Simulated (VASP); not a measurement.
# Bi2Te2O (P6/mmm) in VASP: single point with PBE

Aim: the single point of Bi2Te2O with PBE.

Everything below comes from runs of VASP 6.6.1. Logs are shortened: lines on timing, memory, paths and dates and some standing lists are left out, and cuts for length are marked.

## Step 1: The cell of the first run

The structure is hexagonal, space group P6/mmm (No. 191). Conventional cell: a = 3.462 Å, b = 3.462 Å, c = 13.925 Å, α = 90.00°, β = 90.00°, γ = 120.00°. Bi (site symmetry 6mm) has 1 O at 2.08 Å within 2.8 Å. Within 3.8 Å of Te (site symmetry 6mm) lie 7 Te at 2.88 to 3.46 Å and 1 Bi at 3.44 Å. Within 2.8 Å of O (site symmetry 6/mmm) lie 2 Bi at 2.08 Å.

The cell was generated, and may not be a known phase.

## Step 2: Single point, PBE

INCAR reads:

```
PREC = Accurate
ENCUT = 520
EDIFF = 1E-7
ISMEAR = 0
SIGMA = 0.1
LREAL = False
LASPH = True
NELM = 100
ALGO = Normal
ISIF = 2
LWAVE = False
LCHARG = False
GGA = PE
NBANDS = 32
```

KPOINTS reads:

```
Automatic mesh
0
Gamma
  12 12 4
```

POSCAR reads:

```
Bi2Te2O
1.0
    3.4620774884      0.0000000000      0.0000000000
   -1.7310387442      2.9982470549      0.0000000000
    0.0000000000      0.0000000000     13.9253704099
Bi Te O
2 2 1
Direct
    0.0000000000      0.0000000000      0.6495866317
    0.0000000000      0.0000000000      0.3504133683
    0.0000000000      0.0000000000      0.8965520023
    0.0000000000      0.0000000000      0.1034479977
    0.0000000000      0.0000000000      0.5000000000
```

Potentials or basis: VASP PAW PBE potentials, release 64 (Bi_d, Te, O).

On the command line:

```
cat potpaw_PBE.64/Bi_d/POTCAR potpaw_PBE.64/Te/POTCAR potpaw_PBE.64/O/POTCAR > POTCAR
mpirun -np 1 vasp_std > vasp.out
```

OUTCAR:

```text
PREC = Accurate
   ENCUT = 520
   EDIFF = 1E-7
   ISMEAR = 0
   LREAL = False
   LASPH = True
   NELM = 100
   ISIF = 2
   GGA = PE

 ion  position               nearest neighbor table
   1  0.000  0.000  0.650-   5 2.08   3 3.44
   2  0.000  0.000  0.350-   5 2.08   4 3.44
   3  0.000  0.000  0.897-   4 2.88   1 3.44
   4  0.000  0.000  0.103-   3 2.88   2 3.44
   5  0.000  0.000  0.500-   1 2.08   2 2.08

  LATTYP: Found a hexagonal cell.
 ALAT       =     3.4620774884
 C/A-ratio  =     4.0222584435

  Lattice vectors:

 A1 = (   3.4620774884,   0.0000000000,   0.0000000000)
 A2 = (  -1.7310387442,   2.9982470549,   0.0000000000)
 A3 = (   0.0000000000,   0.0000000000,  13.9253704099)

Analysis of symmetry for initial positions (statically):
=====================================================================
 Subroutine PRICEL returns:
 Original cell was already a primitive cell.

 Routine SETGRP: Setting up the symmetry group for a
 hexagonal supercell.

 Subroutine GETGRP returns: Found 24 space group operations
 (whereof 24 operations were pure point group operations)
 out of a pool of 24 trial point group operations.

The static configuration has the point symmetry D_6h.

Analysis of symmetry for dynamics (positions and initial velocities):
=====================================================================
 Subroutine PRICEL returns:
 Original cell was already a primitive cell.

 Routine SETGRP: Setting up the symmetry group for a
 hexagonal supercell.

 Subroutine GETGRP returns: Found 24 space group operations
 (whereof 24 operations were pure point group operations)
 out of a pool of 24 trial point group operations.

The dynamic configuration has the point symmetry D_6h.

 Subroutine INISYM returns: Found 24 space group operations
 (whereof 24 operations are pure point group operations),
 and found     1 'primitive' translations

----------------------------------------------------------------------------------------

                                     Primitive cell

  volume of cell :     144.5476

  direct lattice vectors                    reciprocal lattice vectors
     3.462077488  0.000000000  0.000000000     0.288843910  0.166764109  0.000000000
    -1.731038744  2.998247055  0.000000000     0.000000000  0.333528219  0.000000000
     0.000000000  0.000000000 13.925370410     0.000000000  0.000000000  0.071811375

  length of vectors
     3.462077488  3.462077488 13.925370410     0.333528219  0.333528219  0.071811375

  position of ions in fractional coordinates (direct lattice)
     0.000000000  0.000000000  0.649586632
     0.000000000  0.000000000  0.350413368
     0.000000000  0.000000000  0.896552002
     0.000000000  0.000000000  0.103447998
     0.000000000  0.000000000  0.500000000

  ion indices of the primitive-cell ions
   primitive index   ion index
                 1           1
                 2           2
                 3           3
                 4           4
                 5           5

----------------------------------------------------------------------------------------

 KPOINTS: Automatic mesh

Automatic generation of k-mesh.
 Grid dimensions read from file:
 generate k-points for:   12   12    4

 Generating k-lattice:

  Cartesian coordinates                     Fractional coordinates (reciprocal lattice)
     0.024070326  0.013897009  0.000000000     0.083333333  0.000000000  0.000000000
     0.000000000  0.027794018  0.000000000     0.000000000  0.083333333  0.000000000
     0.000000000  0.000000000  0.017952844     0.000000000  0.000000000  0.250000000

  Length of vectors
     0.027794018  0.027794018  0.017952844

  Shift w.r.t. Gamma in fractional coordinates (k-lattice)
     0.000000000  0.000000000  0.000000000

 Subroutine IBZKPT returns following result:
 ===========================================

 Found     57 irreducible k-points:

 Following reciprocal coordinates:
            Coordinates               Weight
  0.000000  0.000000  0.000000      1.000000
  0.083333  0.000000  0.000000      6.000000
  0.166667  0.000000  0.000000      6.000000
  0.250000  0.000000  0.000000      6.000000
  0.333333  0.000000  0.000000      6.000000
  0.416667  0.000000  0.000000      6.000000
[... 16 lines left out ...]
  0.250000  0.000000  0.250000     12.000000
  0.333333  0.000000  0.250000     12.000000
 [... further k-points ...]
   k-points           NKPTS =     57   k-points in BZ     NKDIM =     57   number of bands    NBANDS=     32
   number of dos      NEDOS =    301   number of ions     NIONS =      5
   total plane-waves  NPLWV =  84672
   dimension x,y,z NGX =    28 NGY =   28 NGZ =  108
   dimension x,y,z NGXF=    56 NGYF=   56 NGZF=  216
   ions per type =               2   2   1
   NGX,Y,Z   is equivalent  to a cutoff of  13.45, 13.45, 12.89 a.u.
   NGXF,Y,Z  is equivalent  to a cutoff of  26.89, 26.89, 25.79 a.u.
 SYSTEM =  unknown system
   PREC   = accura    normal or accurate (medium, high low for compatibility)
   ISTART =      0    job   : 0-new  1-cont  2-samecut
   ICHARG =      2    charge: 1-file 2-atom 10-const
   ISPIN  =      1    spin polarized calculation?
   LNONCOLLINEAR =      F non collinear calculations
   LSORBIT =      F    spin-orbit coupling
   LASPH  =      T    aspherical Exc in radial PAW
   ENCUT  =  520.0 eV  38.22 Ry    6.18 a.u.   6.44  6.44 25.89*2*pi/ulx,y,z
   NELM   =    100;   NELMIN=  2; NELMDL= -5     # of ELM steps
   EDIFF  = 0.1E-06   stopping-criterion for ELM
   LREAL  =      F    real-space projection
   EDIFFG = 0.1E-05   stopping-criterion for IOM
   NSW    =      0    number of steps for IOM
   IBRION =     -1    ionic relax: 0-MD 1-quasi-New 2-CG
   NFREE  =      0    steps in history (QN), initial steepest desc. (CG)
   ISIF   =      2    stress and relaxation
   ISYM   =      2    0-nonsym 1-usesym 2-fastsym
   POTIM  = 0.5000    time-step for ionic-motion
   TEBEG  =    0.0;   TEEND  =   0.0 temperature during run
   PSTRESS=    0.0 pullay stress
   NELECT =      48.0000    total number of electrons
   NUPDOWN=      -1.0000    fix difference up-down
   EMIN   =  10.00;   EMAX   =-10.00  energy-range for DOS
   EFERMI =   0.00;   METHOD = LEGACY
   ISMEAR =     0;   SIGMA  =   0.10  broadening in eV -4-tet -1-fermi 0-gaus
   EFERMI_NEDOS =   21; number of points for ismear=-14 and -15
   IALGO  =     38    algorithm
   IMIX   =      4    mixing-type and parameters
     AMIX     =   0.40;   BMIX     =  1.00
     AMIX_MAG =   1.60;   BMIX_MAG =  1.00
  volume/ion in A,a.u.               =      28.91       195.09
  Fermi-wavevector in a.u.,A,eV,Ry     =   1.133665  2.142317 17.486173  1.285197
  Thomas-Fermi vector in A             =   2.270369
   LORBIT       =      0    0 simple, 1 ext, 2 COOP (PROOUT), +10 PAW based schemes
   GGA     = PE    functional components
   LHFCALC =     F    Hartree Fock is set to
   AEXX    =    0.0000 exact exchange contribution
   IVDW    =     0    specifies the selected vdW correction
   LEPSILON=     F    determine dielectric tensor
   LRPA    =     F    only Hartree local field effects (RPA)
 non-spin polarized calculation
 Gauss-broadening in eV      SIGMA  =   0.10
  energy-cutoff  :      520.00
  volume of cell :      144.55
 maximum number of plane-waves:      3930
 NGX is ok and might be reduce to    28
   NGX = 13   NGY = 13   NGZ = 51

 number of electron      48.0000011 magnetization

 Free energy of the ion-electron system (eV)
  ---------------------------------------------------
  ext. energy  EPLUGINS =         0.00000000
  ---------------------------------------------------
  free energy    TOTEN  =       -19.42290285 eV

  energy without entropy =      -19.41694477  energy(sigma->0) =      -19.41992381

 E-fermi :   6.0559     XC(G=0):  -9.4792

 val. band max:        6.0500650141   @ k =   0.3333   0.0000   0.2500
 cond. band min:       6.0840017037   @ k =   0.4167   0.1667   0.5000
 fundamental gap:      0.0339366897
 Fermi energy:         6.0558921411

 k-point     1 :       0.0000    0.0000    0.0000
  band No.  band energies     occupation
      1     -17.3507      2.00000
      2     -17.1701      2.00000
      3     -17.0926      2.00000
      4     -17.0926      2.00000
      5     -17.0924      2.00000
      6     -17.0924      2.00000
[... 24 lines left out ...]
     31      12.4171      0.00000
     32      12.8083      0.00000

 k-point     2 :       0.0833    0.0000    0.0000
  band No.  band energies     occupation
      1     -17.3456      2.00000
      2     -17.1646      2.00000
      3     -17.0937      2.00000
      4     -17.0932      2.00000
      5     -17.0824      2.00000
      6     -17.0822      2.00000
[... 24 lines left out ...]
     31      12.7729      0.00000
     32      13.3611      0.00000

 k-point     3 :       0.1667    0.0000    0.0000
  band No.  band energies     occupation
      1     -17.3324      2.00000
      2     -17.1531      2.00000
      3     -17.0961      2.00000
      4     -17.0919      2.00000
      5     -17.0544      2.00000
      6     -17.0542      2.00000
[... 24 lines left out ...]
     31      12.7776      0.00000
     32      13.1788      0.00000

 k-point     4 :       0.2500    0.0000    0.0000
  band No.  band energies     occupation
      1     -17.3163      2.00000
      2     -17.1490      2.00000
      3     -17.0979      2.00000
      4     -17.0790      2.00000
      5     -17.0159      2.00000
      6     -17.0157      2.00000
[... 654 lines left out ...]
     31      12.7838      0.00000
     32      13.4296      0.00000

 k-point    23 :       0.2500    0.0000    0.2500
  band No.  band energies     occupation
      1     -17.3163      2.00000
      2     -17.1490      2.00000
      3     -17.0979      2.00000
      4     -17.0790      2.00000
      5     -17.0159      2.00000
      6     -17.0157      2.00000
[... 24 lines left out ...]
     31      11.9456      0.00000
     32      12.2653      0.00000

 k-point    24 :       0.3333    0.0000    0.2500
  band No.  band energies     occupation
      1     -17.3028      2.00000
      2     -17.1543      2.00000
      3     -17.0975      2.00000
      4     -17.0571      2.00000
      5     -17.0320      2.00000
      6     -17.0233      2.00000
[... 24 lines left out ...]
     31      11.0041      0.00000
     32      11.3754      0.00000

 [... further k-points ...]

------------------------ aborting loop because EDIFF is reached ----------------------------------------

  FORCE on cell =-STRESS in cart. coord.  units (eV):
  Direction    XX          YY          ZZ          XY          YZ          ZX
  --------------------------------------------------------------------------------------
  -------------------------------------------------------------------------------------
  Total       -0.0628923     -0.0628923      0.1224219      0.0000000     -0.0000000      0.0000000
  in kB       -0.6971031     -0.6971031      1.3569345      0.0000000     -0.0000000      0.0000000
  external PRESSURE =      -0.0124239 kB  Pullay stress =       0.0000000 kB

 VOLUME and BASIS-vectors are now :
 -----------------------------------------------------------------------------
  energy-cutoff  :      520.00
  volume of cell :      144.55
      direct lattice vectors                 reciprocal lattice vectors
     3.462077488  0.000000000  0.000000000     0.288843910  0.166764109  0.000000000
    -1.731038744  2.998247055  0.000000000     0.000000000  0.333528219  0.000000000
     0.000000000  0.000000000 13.925370410     0.000000000  0.000000000  0.071811375

 POSITION                                       TOTAL-FORCE (eV/Angst)
 -----------------------------------------------------------------------------------
      0.00000      0.00000      9.04573        -0.000000      0.000000      0.045101
      0.00000      0.00000      4.87964         0.000000     -0.000000     -0.045101
      0.00000      0.00000     12.48482        -0.000000      0.000000     -0.000903
      0.00000      0.00000      1.44055         0.000000     -0.000000      0.000903
      0.00000      0.00000      6.96269         0.000000      0.000000      0.000000
 -----------------------------------------------------------------------------------
    total drift:                               -0.000000     -0.000000      0.000000

  FREE ENERGIE OF THE ION-ELECTRON SYSTEM (eV)
  ---------------------------------------------------
  free  energy   TOTEN  =       -19.4229028474 eV

  energy  without entropy=      -19.4169447721  energy(sigma->0) =      -19.41992381
```

It took 5.7 min on 1 thread of Intel Xeon Platinum 8488C (Sapphire Rapids), shared host; peak memory 0.42 GiB.

Results:

```
Free energy            : -19.4229 eV
Pressure               : 0.0 GPa
Largest force          : 0.045 eV/Å
Band gap on the k mesh : zero (bands 24 and 25 overlap by 5.10 eV)
```

Forces on the atoms (eV/Å):
```
Bi   0.000  0.000  0.045
Bi   0.000  0.000 -0.045
Te   0.000  0.000 -0.001
Te   0.000  0.000  0.001
O    0.000  0.000  0.000
```

Stress tensor (GPa, compression positive):
```
-0.07  0.00  0.00
 0.00 -0.07  0.00
 0.00  0.00  0.14
```

Levels at points of the mesh, in eV from the Fermi level:
| k point | band 22 | band 23 | band 24 | band 25 | band 26 | band 27 |
| --- | --- | --- | --- | --- | --- | --- |
| (0.00, 0.00, 0.00) | 1.61 | 1.61 | 2.77 | 2.77 | 3.44 | 4.94 |
| (0.50, 0.00, 0.00) | -2.35 | -1.86 | -0.28 | 0.85 | 1.19 | 2.27 |
| (0.00, 0.00, 0.50) | 1.61 | 1.70 | 2.41 | 2.78 | 2.78 | 4.91 |
| (0.50, 0.00, 0.50) | -2.35 | -1.82 | -0.29 | 0.33 | 0.88 | 2.21 |

Caveat: spin-orbit coupling is left out, which moves the levels of the heavy elements.

The gap in the log of VASP goes by the Fermi energy; the results here count the filled bands.